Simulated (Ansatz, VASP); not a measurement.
# HfB2: VASP beside Ansatz

```
Hf B
1.0
     3.14000    0.00000    0.00000
    -1.57000    2.71932    0.00000
     0.00000    0.00000    3.48000
Hf B
1 2
Direct
  0.00000 0.00000 0.00000
  0.33333 0.66667 0.50000
  0.66667 0.33333 0.50000
```

Alike in both runs: task single point; functional r2SCAN; k mesh 10 × 10 × 8; no spin polarisation.

|  | VASP | Ansatz |
| --- | --- | --- |
| version | VASP 6.6.1 | Ansatz 0.2.0 |
| potentials or method | VASP PAW PBE potentials, release 64 (Hf_pv, B) | plane waves, PAW |
| plane-wave cutoff (eV) | 520 | 500 |
| occupations | methfessel-paxton of order 1, width 0.1 eV | cold |
| valence electrons in the cell | 16 | 32 |

Ansatz gave:

| Item | Value |
| --- | --- |
| pressure (GPa) | -0.6 |
| traceless stress, the component that is largest in VASP (GPa) | 0.83 |

Q: What did VASP give for the same quantities?

A: Pressure (GPa): -1.2; traceless stress, the component that is largest in VASP (GPa): 0.87.

VASP's potentials were made for PBE, not for r2SCAN. VASP's potentials hold 16 valence electrons a cell and Ansatz's 32, so a difference there can come from the potentials and not from the codes.

Spin-orbit coupling is off throughout.
